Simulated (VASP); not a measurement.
# BAs (F-43m) in VASP: notebook

Runs on BAs. Level: PBE. Tasks: single point.

Program: VASP 6.6.1. These are calculated values, not measurements. Logs are shortened: lines on timing, memory, paths and dates and some standing lists are left out, and cuts for length are marked.

## (1) The cell of the first run

It takes space group F-43m (No. 216, cubic). The conventional cell has a = 4.592 Å, b = 4.592 Å, c = 4.592 Å, α = 90.00°, β = 90.00°, γ = 90.00°. Within 2.6 Å of B (site symmetry -43m) lie 4 As at 1.99 Å. As (site symmetry -43m) has 4 B at 1.99 Å within 2.6 Å.

## (2) Single point, PBE (strain -4.0%)

Contents of INCAR:

```
SYSTEM = BAs
  ALGO = Normal
  EDIFF = 1E-6
  ENCUT = 560
  GGA = PE
  GGA_COMPAT = .FALSE.
  ISIF = 2
  ISMEAR = -1
  LASPH = .TRUE.
  LCHARG = .FALSE.
  LREAL = .FALSE.
  LWAVE = .FALSE.
  NBANDS = 16
  NELM = 120
  PREC = Accurate
  SIGMA = 0.02
```

Contents of KPOINTS:

```
k-points
0
G
  10 10 10
  0 0 0
```

Contents of POSCAR:

```
BAs
1.0
    0.0000000000      2.2961928999      2.2961928999
    2.2961928999      0.0000000000      2.2961928999
    2.2961928999      2.2961928999      0.0000000000
B As
1 1
Direct
    0.0000000000      0.0000000000      0.0000000000
    0.2500000000      0.2500000000      0.2500000000
```

Potentials or basis: VASP PAW PBE potentials, release 64 (B, As_d).

Launch:

```console
> cat potpaw_PBE.64/B/POTCAR potpaw_PBE.64/As_d/POTCAR > POTCAR
> mpirun -np 1 vasp_std > vasp.out
```

OUTCAR:

```text
SYSTEM = BAs
   EDIFF = 1E-6
   ENCUT = 560
   GGA = PE
   ISIF = 2
   ISMEAR = -1
   LASPH = .TRUE.
   LREAL = .FALSE.
   NELM = 120
   PREC = Accurate

 ion  position               nearest neighbor table
   1  0.000  0.000  0.000-   2 1.99   2 1.99   2 1.99   2 1.99
   2  0.250  0.250  0.250-   1 1.99   1 1.99   1 1.99   1 1.99

  LATTYP: Found a face centered cubic cell.
 ALAT       =     4.5923857998

  Lattice vectors:

 A1 = (   0.0000000000,   2.2961928999,   2.2961928999)
 A2 = (   2.2961928999,   0.0000000000,   2.2961928999)
 A3 = (   2.2961928999,   2.2961928999,   0.0000000000)

Analysis of symmetry for initial positions (statically):
=====================================================================
 Subroutine PRICEL returns:
 Original cell was already a primitive cell.

 Routine SETGRP: Setting up the symmetry group for a
 face centered cubic supercell.

 Subroutine GETGRP returns: Found 24 space group operations
 (whereof 24 operations were pure point group operations)
 out of a pool of 48 trial point group operations.

The static configuration has the point symmetry T_d .

Analysis of symmetry for dynamics (positions and initial velocities):
=====================================================================
 Subroutine PRICEL returns:
 Original cell was already a primitive cell.

 Routine SETGRP: Setting up the symmetry group for a
 face centered cubic supercell.

 Subroutine GETGRP returns: Found 24 space group operations
 (whereof 24 operations were pure point group operations)
 out of a pool of 48 trial point group operations.

The dynamic configuration has the point symmetry T_d .

 Subroutine INISYM returns: Found 24 space group operations
 (whereof 24 operations are pure point group operations),
 and found     1 'primitive' translations

----------------------------------------------------------------------------------------

                                     Primitive cell

  volume of cell :      24.2134

  direct lattice vectors                    reciprocal lattice vectors
     0.000000000  2.296192900  2.296192900    -0.217751740  0.217751740  0.217751740
     2.296192900  0.000000000  2.296192900     0.217751740 -0.217751740  0.217751740
     2.296192900  2.296192900  0.000000000     0.217751740  0.217751740 -0.217751740

  length of vectors
     3.247307141  3.247307141  3.247307141     0.377157078  0.377157078  0.377157078

  position of ions in fractional coordinates (direct lattice)
     0.000000000  0.000000000  0.000000000
     0.250000000  0.250000000  0.250000000

  ion indices of the primitive-cell ions
   primitive index   ion index
                 1           1
                 2           2

----------------------------------------------------------------------------------------

 KPOINTS: k-points

Automatic generation of k-mesh.
 Grid dimensions read from file:
 generate k-points for:   10   10   10

 Generating k-lattice:

  Cartesian coordinates                     Fractional coordinates (reciprocal lattice)
    -0.021775174  0.021775174  0.021775174     0.100000000  0.000000000  0.000000000
     0.021775174 -0.021775174  0.021775174     0.000000000  0.100000000  0.000000000
     0.021775174  0.021775174 -0.021775174     0.000000000  0.000000000  0.100000000

  Length of vectors
     0.037715708  0.037715708  0.037715708

  Shift w.r.t. Gamma in fractional coordinates (k-lattice)
     0.000000000  0.000000000  0.000000000

 Subroutine IBZKPT returns following result:
 ===========================================

 Found     47 irreducible k-points:

 Following reciprocal coordinates:
            Coordinates               Weight
  0.000000  0.000000  0.000000      1.000000
  0.100000  0.000000  0.000000      8.000000
  0.200000  0.000000  0.000000      8.000000
  0.300000  0.000000  0.000000      8.000000
  0.400000  0.000000  0.000000      8.000000
  0.500000  0.000000  0.000000      4.000000
[... 16 lines left out ...]
  0.300000  0.300000  0.000000      6.000000
  0.400000  0.300000  0.000000     24.000000
 [... further k-points ...]
   k-points           NKPTS =     47   k-points in BZ     NKDIM =     47   number of bands    NBANDS=     16
   number of dos      NEDOS =    301   number of ions     NIONS =      2
   total plane-waves  NPLWV =  21952
   dimension x,y,z NGX =    28 NGY =   28 NGZ =   28
   dimension x,y,z NGXF=    56 NGYF=   56 NGZF=   56
   ions per type =               1   1
   NGX,Y,Z   is equivalent  to a cutoff of  14.33, 14.33, 14.33 a.u.
   NGXF,Y,Z  is equivalent  to a cutoff of  28.67, 28.67, 28.67 a.u.
 SYSTEM =  BAs
   PREC   = accura    normal or accurate (medium, high low for compatibility)
   ISTART =      0    job   : 0-new  1-cont  2-samecut
   ICHARG =      2    charge: 1-file 2-atom 10-const
   ISPIN  =      1    spin polarized calculation?
   LNONCOLLINEAR =      F non collinear calculations
   LSORBIT =      F    spin-orbit coupling
   LASPH  =      T    aspherical Exc in radial PAW
   ENCUT  =  560.0 eV  41.16 Ry    6.42 a.u.   6.27  6.27  6.27*2*pi/ulx,y,z
   NELM   =    120;   NELMIN=  2; NELMDL= -5     # of ELM steps
   EDIFF  = 0.1E-05   stopping-criterion for ELM
   LREAL  =      F    real-space projection
   EDIFFG = 0.1E-04   stopping-criterion for IOM
   NSW    =      0    number of steps for IOM
   IBRION =     -1    ionic relax: 0-MD 1-quasi-New 2-CG
   NFREE  =      0    steps in history (QN), initial steepest desc. (CG)
   ISIF   =      2    stress and relaxation
   ISYM   =      2    0-nonsym 1-usesym 2-fastsym
   POTIM  = 0.5000    time-step for ionic-motion
   TEBEG  =    0.0;   TEEND  =   0.0 temperature during run
   PSTRESS=    0.0 pullay stress
   NELECT =      18.0000    total number of electrons
   NUPDOWN=      -1.0000    fix difference up-down
   EMIN   =  10.00;   EMAX   =-10.00  energy-range for DOS
   EFERMI =   0.00;   METHOD = LEGACY
   ISMEAR =    -1;   SIGMA  =   0.02  broadening in eV -4-tet -1-fermi 0-gaus
   EFERMI_NEDOS =   21; number of points for ismear=-14 and -15
   IALGO  =     38    algorithm
   IMIX   =      4    mixing-type and parameters
     AMIX     =   0.40;   BMIX     =  1.00
     AMIX_MAG =   1.60;   BMIX_MAG =  1.00
  volume/ion in A,a.u.               =      12.11        81.70
  Fermi-wavevector in a.u.,A,eV,Ry     =   1.483021  2.802503 29.923990  2.199351
  Thomas-Fermi vector in A             =   2.596734
   LORBIT       =      0    0 simple, 1 ext, 2 COOP (PROOUT), +10 PAW based schemes
   GGA     = PE    functional components
   LHFCALC =     F    Hartree Fock is set to
   AEXX    =    0.0000 exact exchange contribution
   IVDW    =     0    specifies the selected vdW correction
   LEPSILON=     F    determine dielectric tensor
   LRPA    =     F    only Hartree local field effects (RPA)
 non-spin polarized calculation
  energy-cutoff  :      560.00
  volume of cell :       24.21
 maximum number of plane-waves:       745
 NGX is ok and might be reduce to    28
   NGX = 13   NGY = 13   NGZ = 13

 number of electron      18.0000006 magnetization

 Free energy of the ion-electron system (eV)
  ---------------------------------------------------
  ext. energy  EPLUGINS =         0.00000000
  ---------------------------------------------------
  free energy    TOTEN  =       -11.20643355 eV

  energy without entropy =      -11.20643355  energy(sigma->0) =      -11.20643355

 E-fermi :   6.5092     XC(G=0): -11.7237

 val. band max:        6.0017742562   @ k =   0.0000   0.0000   0.0000
 cond. band min:       7.0613856295   @ k =   0.4000   0.4000   0.0000
 fundamental gap:      1.0596113733
 Fermi energy:         6.5092219692

 k-point     1 :       0.0000    0.0000    0.0000
  band No.  band energies     occupation
      1     -29.9438      2.00000
      2     -29.9438      2.00000
      3     -29.9438      2.00000
      4     -29.9077      2.00000
      5     -29.9077      2.00000
      6     -10.5335      2.00000
[... 8 lines left out ...]
     15      19.7379      0.00000
     16      19.7379      0.00000

 k-point     2 :       0.1000    0.0000    0.0000
  band No.  band energies     occupation
      1     -29.9433      2.00000
      2     -29.9425      2.00000
      3     -29.9425      2.00000
      4     -29.9077      2.00000
      5     -29.9077      2.00000
      6     -10.3510      2.00000
[... 8 lines left out ...]
     15      18.4041      0.00000
     16      18.4041      0.00000

 k-point     3 :       0.2000    0.0000    0.0000
  band No.  band energies     occupation
      1     -29.9419      2.00000
      2     -29.9396      2.00000
      3     -29.9396      2.00000
      4     -29.9073      2.00000
      5     -29.9073      2.00000
      6      -9.8106      2.00000
[... 8 lines left out ...]
     15      17.5949      0.00000
     16      17.9665      0.00000

 k-point     4 :       0.3000    0.0000    0.0000
  band No.  band energies     occupation
      1     -29.9403      2.00000
      2     -29.9366      2.00000
      3     -29.9366      2.00000
      4     -29.9061      2.00000
      5     -29.9061      2.00000
      6      -8.9437      2.00000
[... 8 lines left out ...]
     15      18.1665      0.00000
     16      18.1665      0.00000
[... 324 lines left out ...]
 k-point    22 :      -0.2000    0.2000    0.0000
  band No.  band energies     occupation
      1     -29.9396      2.00000
      2     -29.9349      2.00000
      3     -29.9345      2.00000
      4     -29.9086      2.00000
      5     -29.9047      2.00000
      6      -8.6492      2.00000
[... 8 lines left out ...]
     15      19.5098      0.00000
     16      21.5262      0.00000

 k-point    23 :       0.3000    0.3000    0.0000
  band No.  band energies     occupation
      1     -29.9491      2.00000
      2     -29.9270      2.00000
      3     -29.9270      2.00000
      4     -29.9143      2.00000
      5     -29.9015      2.00000
      6      -8.3914      2.00000
[... 8 lines left out ...]
     15      22.1249      0.00000
     16      22.5588      0.00000

 k-point    24 :       0.4000    0.3000    0.0000
  band No.  band energies     occupation
      1     -29.9488      2.00000
      2     -29.9245      2.00000
      3     -29.9240      2.00000
      4     -29.9149      2.00000
      5     -29.9004      2.00000
      6      -7.5611      2.00000
[... 8 lines left out ...]
     15      23.0513      0.00000
     16      23.4456      0.00000

 [... further k-points ...]
[... 5 lines left out ...]
  --------------------------------------------------------------------------------------
  -------------------------------------------------------------------------------------
  Total        3.5980433      3.5980433      3.5980433      0.0000000     -0.0000000      0.0000000
  in kB      238.0794233    238.0794233    238.0794233      0.0000000     -0.0000000      0.0000000
  external PRESSURE =     238.0794233 kB  Pullay stress =       0.0000000 kB

 VOLUME and BASIS-vectors are now :
 -----------------------------------------------------------------------------
  energy-cutoff  :      560.00
  volume of cell :       24.21
      direct lattice vectors                 reciprocal lattice vectors
     0.000000000  2.296192900  2.296192900    -0.217751740  0.217751740  0.217751740
     2.296192900  0.000000000  2.296192900     0.217751740 -0.217751740  0.217751740
     2.296192900  2.296192900  0.000000000     0.217751740  0.217751740 -0.217751740

 POSITION                                       TOTAL-FORCE (eV/Angst)
 -----------------------------------------------------------------------------------
      0.00000      0.00000      0.00000        -0.000000     -0.000000     -0.000000
      1.14810      1.14810      1.14810         0.000000      0.000000      0.000000
 -----------------------------------------------------------------------------------
    total drift:                                0.000000      0.000000      0.000001

  FREE ENERGIE OF THE ION-ELECTRON SYSTEM (eV)
  ---------------------------------------------------
  free  energy   TOTEN  =       -11.2064335478 eV

  energy  without entropy=      -11.2064335478  energy(sigma->0) =      -11.20643355
```

Run time: 14 s. Hardware: 1 thread of AMD EPYC 9R45 (Zen 5), shared host; peak memory 0.13 GiB.

What came out:

| Quantity | Value |
| --- | --- |
| Free energy | -11.2064 eV |
| Pressure | 23.8 GPa |
| Band gap on the k mesh | 1.06 eV (least direct gap 3.44 eV) |

Caveat: the cell differs from its parent crystal (strain -4.0%); the cell stands under pressure. A k mesh can miss the band edges.

## (3) Single point, PBE (strain -1.0%)

Contents of INCAR:

```
SYSTEM = BAs
ALGO     = Normal         ! electronic algorithm
EDIFF    = 1E-6           ! SCF threshold, eV
ENCUT    = 560            ! plane-wave cutoff, eV
GGA      = PE             ! functional
GGA_COMPAT= .False.      
ISIF     = 2              ! what is computed and relaxed
ISMEAR   = -1             ! smearing method
LASPH    = .True.         ! aspherical terms in the spheres
LCHARG   = .False.        ! write CHGCAR
LREAL    = .False.        ! projectors in reciprocal space
LWAVE    = .False.        ! write WAVECAR
NBANDS   = 16             ! bands
NELM     = 120            ! most SCF steps
PREC     = Accurate       ! precision mode
SIGMA    = 0.02           ! smearing width, eV
```

Contents of KPOINTS:

```
k-points
0
Gamma
  10 10 10
  0 0 0
```

Contents of POSCAR:

```
BAs
1.0
    0.0000000000      2.3679489280      2.3679489280
    2.3679489280      0.0000000000      2.3679489280
    2.3679489280      2.3679489280      0.0000000000
B As
1 1
Direct
    0.0000000000      0.0000000000      0.0000000000
    0.2500000000      0.2500000000      0.2500000000
```

Potentials or basis: VASP PAW PBE potentials, release 64 (B, As_d).

Launch:

```console
> cat potpaw_PBE.64/B/POTCAR potpaw_PBE.64/As_d/POTCAR > POTCAR
> mpirun -np 1 vasp_std > vasp.out
```

OUTCAR:

```text
SYSTEM = BAs
   EDIFF = 1E-6
   ENCUT = 560
   GGA = PE
   ISIF = 2
   ISMEAR = -1
   LASPH = .True.
   LREAL = .False.
   NELM = 120
   PREC = Accurate

 ion  position               nearest neighbor table
   1  0.000  0.000  0.000-   2 2.05   2 2.05   2 2.05   2 2.05
   2  0.250  0.250  0.250-   1 2.05   1 2.05   1 2.05   1 2.05

  LATTYP: Found a face centered cubic cell.
 ALAT       =     4.7358978560

  Lattice vectors:

 A1 = (   0.0000000000,   2.3679489280,   2.3679489280)
 A2 = (   2.3679489280,   0.0000000000,   2.3679489280)
 A3 = (   2.3679489280,   2.3679489280,   0.0000000000)

[... 624 lines left out ...]
      5     -30.7273      2.00000
      6      -7.8717      2.00000
[... 8 lines left out ...]
     15      21.2246      0.00000
     16      21.4143      0.00000

 [... further k-points ...]
[... 5 lines left out ...]
  --------------------------------------------------------------------------------------
  -------------------------------------------------------------------------------------
  Total        1.0633676      1.0633676      1.0633676      0.0000000      0.0000000      0.0000000
  in kB       64.1574403     64.1574403     64.1574403      0.0000000      0.0000000      0.0000000
  external PRESSURE =      64.1574403 kB  Pullay stress =       0.0000000 kB

 VOLUME and BASIS-vectors are now :
 -----------------------------------------------------------------------------
  energy-cutoff  :      560.00
  volume of cell :       26.56
      direct lattice vectors                 reciprocal lattice vectors
     0.000000000  2.367948928  2.367948928    -0.211153203  0.211153203  0.211153203
     2.367948928  0.000000000  2.367948928     0.211153203 -0.211153203  0.211153203
     2.367948928  2.367948928  0.000000000     0.211153203  0.211153203 -0.211153203

 POSITION                                       TOTAL-FORCE (eV/Angst)
 -----------------------------------------------------------------------------------
      0.00000      0.00000      0.00000        -0.000000     -0.000000     -0.000000
      1.18397      1.18397      1.18397         0.000000      0.000000      0.000000
 -----------------------------------------------------------------------------------
    total drift:                                0.000001      0.000001      0.000001

  FREE ENERGIE OF THE ION-ELECTRON SYSTEM (eV)
  ---------------------------------------------------
  free  energy   TOTEN  =       -11.4206584362 eV

  energy  without entropy=      -11.4206584362  energy(sigma->0) =      -11.42065844
```

OSZICAR:

```text
N       E                     dE             d eps       ncg     rms          rms(c)
DAV:   1     0.888228159413E+02    0.88823E+02   -0.85003E+03  1712   0.554E+03
DAV:   2    -0.267386255976E+01   -0.91497E+02   -0.86620E+02  1688   0.622E+02
DAV:   3    -0.119054892515E+02   -0.92316E+01   -0.91789E+01  1744   0.889E+01
DAV:   4    -0.121258662447E+02   -0.22038E+00   -0.22035E+00  1904   0.146E+01
DAV:   5    -0.121285139727E+02   -0.26477E-02   -0.26477E-02  1744   0.192E+00    0.567E+00
DAV:   6    -0.114933584375E+02    0.63516E+00   -0.89619E-01  1864   0.687E+00    0.279E+00
DAV:   7    -0.114269526457E+02    0.66406E-01   -0.16130E-01  1976   0.264E+00    0.109E+00
DAV:   8    -0.114204283146E+02    0.65243E-02   -0.17261E-02  2072   0.201E+00    0.994E-02
DAV:   9    -0.114205577718E+02   -0.12946E-03   -0.12479E-03  1912   0.729E-01    0.436E-02
DAV:  10    -0.114206475195E+02   -0.89748E-04   -0.20215E-04  1896   0.300E-01    0.186E-02
DAV:  11    -0.114206576167E+02   -0.10097E-04   -0.25252E-05  1952   0.929E-02    0.564E-03
DAV:  12    -0.114206584362E+02   -0.81951E-06   -0.25176E-06  2032   0.281E-02
   1 F= -.11420658E+02 E0= -.11420658E+02  d E =-.258497E-10
```

Wall time 20 s (1 thread of Intel Xeon Platinum 8259CL at 2.50GHz (Skylake/Cascade Lake), shared host); peak memory 0.16 GiB.

What came out:

* Free energy: -11.4207 eV
* Pressure: 6.4 GPa
* Band gap on the k mesh: 1.16 eV (least direct gap 3.32 eV)

Caveat: the cell differs from its parent crystal (strain -1.0%); the cell stands under pressure. A k mesh can miss the band edges.
